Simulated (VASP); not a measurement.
# Zr3S2 (I4/mmm) in VASP: single point with PBE

Aim: the single point of Zr3S2 with PBE.

Program: VASP 6.6.1. These are calculated values, not measurements. Logs are shortened: lines on timing, memory, paths and dates and some standing lists are left out, and cuts for length are marked.

## Step 1: The cell of the first run

Symmetry: I4/mmm, No. 139, tetragonal system. Conventional cell: a = 3.546 Å, b = 3.546 Å, c = 15.015 Å, α = 90.00°, β = 90.00°, γ = 90.00°. Within 3.4 Å of Zr (site symmetry 4mm) lie 5 S at 2.61 to 2.91 Å and 4 Zr at 3.17 Å. Zr (site symmetry 4/mmm) has 2 S at 2.67 Å and 12 Zr at 3.17 to 3.55 Å within 3.6 Å. Within 3.4 Å of S (site symmetry 4mm) lie 6 Zr at 2.61 to 2.91 Å and 4 S at 3.31 Å.

## Step 2: Single point, PBE (18.88 Å³/atom)

The input, INCAR:

```
SYSTEM = Zr3S2
PREC     = Accurate       ! precision mode
ENCUT    = 520            ! plane-wave cutoff, eV
EDIFF    = 1E-6           ! SCF threshold, eV
ISMEAR   = 0              ! smearing method
SIGMA    = 0.1            ! smearing width, eV
LREAL    = .FALSE.        ! projectors in reciprocal space
LASPH    = .TRUE.         ! aspherical terms in the spheres
NELM     = 80             ! most SCF steps
ALGO     = Normal         ! electronic algorithm
ISIF     = 2              ! what is computed and relaxed
LWAVE    = .FALSE.        ! write WAVECAR
LCHARG   = .FALSE.        ! write CHGCAR
GGA      = PE             ! functional
NBANDS   = 32             ! bands
```

The input, KPOINTS:

```
regular mesh
0
G
  12 12 12
  0 0 0
```

The input, POSCAR:

```
Zr3S2
1.0
   -1.7728662254      1.7728662254      7.5077016095
    1.7728662254     -1.7728662254      7.5077016095
    1.7728662254      1.7728662254     -7.5077016095
Zr S
3 2
Direct
    0.6286962295      0.6286962295      0.0000000000
    0.3713037705      0.3713037705      0.0000000000
    0.0000000000      0.0000000000      0.0000000000
    0.1778232743      0.1778232743      0.0000000000
    0.8221767257      0.8221767257      0.0000000000
```

Potentials or basis: VASP PAW PBE potentials, release 64 (Zr_sv, S).

Launch:

```sh
> cat potpaw_PBE.64/Zr_sv/POTCAR potpaw_PBE.64/S/POTCAR > POTCAR
> mpirun -np 1 vasp_std > vasp.out
```

OUTCAR:

```text
SYSTEM = Zr3S2
   PREC = Accurate
   ENCUT = 520
   EDIFF = 1E-6
   ISMEAR = 0
   LREAL = .FALSE.
   LASPH = .TRUE.
   NELM = 80
   ISIF = 2
   GGA = PE

 ion  position               nearest neighbor table
   1  0.629  0.629  0.000-   4 2.61   4 2.61   4 2.61   4 2.61   5 2.91   3 3.17   3 3.17   3 3.17
                             3 3.17   2 3.86
   2  0.371  0.371  0.000-   5 2.61   5 2.61   5 2.61   5 2.61   4 2.91   3 3.17   3 3.17   3 3.17
                             3 3.17   1 3.86
   3  0.000  0.000  0.000-   4 2.67   5 2.67   2 3.17   1 3.17   1 3.17   1 3.17   2 3.17   2 3.17
                             1 3.17   2 3.17
   4  0.178  0.178  0.000-   1 2.61   1 2.61   1 2.61   1 2.61   3 2.67   2 2.91
   5  0.822  0.822  0.000-   2 2.61   2 2.61   2 2.61   2 2.61   3 2.67   1 2.91

  LATTYP: Found a body centered tetragonal cell.
 ALAT       =     3.5457324508
 C/A-ratio  =     4.2347817912

  Lattice vectors:

 A1 = (  -1.7728662254,   1.7728662254,   7.5077016095)
 A2 = (   1.7728662254,  -1.7728662254,   7.5077016095)
 A3 = (   1.7728662254,   1.7728662254,  -7.5077016095)

Analysis of symmetry for initial positions (statically):
=====================================================================
 Subroutine PRICEL returns:
 Original cell was already a primitive cell.

 Routine SETGRP: Setting up the symmetry group for a
 body centered tetragonal supercell.

 Subroutine GETGRP returns: Found 16 space group operations
 (whereof 16 operations were pure point group operations)
 out of a pool of 16 trial point group operations.

The static configuration has the point symmetry D_4h.

Analysis of symmetry for dynamics (positions and initial velocities):
=====================================================================
 Subroutine PRICEL returns:
 Original cell was already a primitive cell.

 Routine SETGRP: Setting up the symmetry group for a
 body centered tetragonal supercell.

 Subroutine GETGRP returns: Found 16 space group operations
 (whereof 16 operations were pure point group operations)
 out of a pool of 16 trial point group operations.

The dynamic configuration has the point symmetry D_4h.

 Subroutine INISYM returns: Found 16 space group operations
 (whereof 16 operations are pure point group operations),
 and found     1 'primitive' translations

----------------------------------------------------------------------------------------

                                     Primitive cell

  volume of cell :      94.3885

  direct lattice vectors                    reciprocal lattice vectors
[... 98 lines left out ...]
   NFREE  =      0    steps in history (QN), initial steepest desc. (CG)
   ISIF   =      2    stress and relaxation
   ISYM   =      2    0-nonsym 1-usesym 2-fastsym
   POTIM  = 0.5000    time-step for ionic-motion
   TEBEG  =    0.0;   TEEND  =   0.0 temperature during run
   PSTRESS=    0.0 pullay stress
   NELECT =      48.0000    total number of electrons
   NUPDOWN=      -1.0000    fix difference up-down
   EMIN   =  10.00;   EMAX   =-10.00  energy-range for DOS
   EFERMI =   0.00;   METHOD = LEGACY
   ISMEAR =     0;   SIGMA  =   0.10  broadening in eV -4-tet -1-fermi 0-gaus
   EFERMI_NEDOS =   21; number of points for ismear=-14 and -15
   IALGO  =     38    algorithm
   IMIX   =      4    mixing-type and parameters
     AMIX     =   0.40;   BMIX     =  1.00
     AMIX_MAG =   1.60;   BMIX_MAG =  1.00
  volume/ion in A,a.u.               =      18.88       127.39
  Fermi-wavevector in a.u.,A,eV,Ry     =   1.306719  2.469341 23.232152  1.707515
  Thomas-Fermi vector in A             =   2.437502
   LORBIT       =      0    0 simple, 1 ext, 2 COOP (PROOUT), +10 PAW based schemes
   GGA     = PE    functional components
   LHFCALC =     F    Hartree Fock is set to
   AEXX    =    0.0000 exact exchange contribution
   IVDW    =     0    specifies the selected vdW correction
   LEPSILON=     F    determine dielectric tensor
   LRPA    =     F    only Hartree local field effects (RPA)
 non-spin polarized calculation
 Gauss-broadening in eV      SIGMA  =   0.10
  energy-cutoff  :      520.00
  volume of cell :       94.39
 maximum number of plane-waves:      2584
   NGX = 29   NGY = 29   NGZ = 29

 number of electron      48.0000000 magnetization

 Free energy of the ion-electron system (eV)
  ---------------------------------------------------
  ext. energy  EPLUGINS =         0.00000000
  ---------------------------------------------------
  free energy    TOTEN  =       -40.01163204 eV

  energy without entropy =      -39.99981195  energy(sigma->0) =      -40.00572199

 E-fermi :   9.8156     XC(G=0): -11.3287

 val. band max:        9.8108901093   @ k =  -0.0833   0.4167   0.0833
 cond. band min:       9.8185716536   @ k =  -0.2500   0.3333   0.0833
 fundamental gap:      0.0076815444
 Fermi energy:         9.8155586647

 k-point     1 :       0.0000    0.0000    0.0000
  band No.  band energies     occupation
      1     -39.3799      2.00000
      2     -39.3676      2.00000
      3     -38.7397      2.00000
      4     -17.4528      2.00000
      5     -17.4509      2.00000
      6     -17.4509      2.00000
[... 829 lines left out ...]
     31      12.8433      0.00000
     32      13.6871      0.00000

 [... further k-points ...]

------------------------ aborting loop because EDIFF is reached ----------------------------------------

  FORCE on cell =-STRESS in cart. coord.  units (eV):
  Direction    XX          YY          ZZ          XY          YZ          ZX
  --------------------------------------------------------------------------------------
  -------------------------------------------------------------------------------------
  Total        1.9357017      1.9357017      1.9178526      0.0000000      0.0000000     -0.0000000
  in kB       32.8571655     32.8571655     32.5541883      0.0000000      0.0000000     -0.0000000
  external PRESSURE =      32.7561731 kB  Pullay stress =       0.0000000 kB

 VOLUME and BASIS-vectors are now :
 -----------------------------------------------------------------------------
  energy-cutoff  :      520.00
  volume of cell :       94.39
      direct lattice vectors                 reciprocal lattice vectors
    -1.772866225  1.772866225  7.507701609     0.000000000  0.282029176  0.066598278
     1.772866225 -1.772866225  7.507701609     0.282029176  0.000000000  0.066598278
     1.772866225  1.772866225 -7.507701609     0.282029176  0.282029176  0.000000000

 POSITION                                       TOTAL-FORCE (eV/Angst)
 -----------------------------------------------------------------------------------
      0.00000      0.00000      9.44013        -0.000000     -0.000000     -0.013734
      0.00000      0.00000      5.57528        -0.000000     -0.000000      0.013734
      0.00000      0.00000      0.00000         0.000000      0.000000      0.000000
      0.00000      0.00000      2.67009         0.000000      0.000000      0.008912
      0.00000      0.00000     12.34532        -0.000000     -0.000000     -0.008912
 -----------------------------------------------------------------------------------
    total drift:                               -0.000000      0.000000     -0.000000

  FREE ENERGIE OF THE ION-ELECTRON SYSTEM (eV)
  ---------------------------------------------------
  free  energy   TOTEN  =       -40.0116320392 eV

  energy  without entropy=      -39.9998119492  energy(sigma->0) =      -40.00572199
```

stdout:

```text
POSCAR found type information on POSCAR ZrS
 POSCAR found :  2 types and       5 ions
 scaLAPACK will be used
 LDA part: xc-table for (Slater+PW92), standard interpolation
 POSCAR, INCAR and KPOINTS ok, starting setup
 FFT: planning ... GRIDC
 FFT: planning ... GRID_SOFT
 FFT: planning ... GRID
 WAVECAR not read
 entering main loop
```

It took 13 min on 1 thread of Intel Xeon 6975P-C (Granite Rapids), shared host; peak memory 0.74 GiB.

What came out:

```yaml
Free_energy: -40.0116 eV
Pressure: 3.3 GPa
Largest_force: 0.014 eV/Å
Band_gap_on_the_k_mesh: zero (bands 24 and 25 overlap by 1.34 eV)
```

Forces in eV/Å, atoms in the order of the input:
```
Zr   0.000  0.000 -0.014
Zr   0.000  0.000  0.014
Zr   0.000  0.000  0.000
S    0.000  0.000  0.009
S    0.000  0.000 -0.009
```

Caveat: the cell stands under pressure.
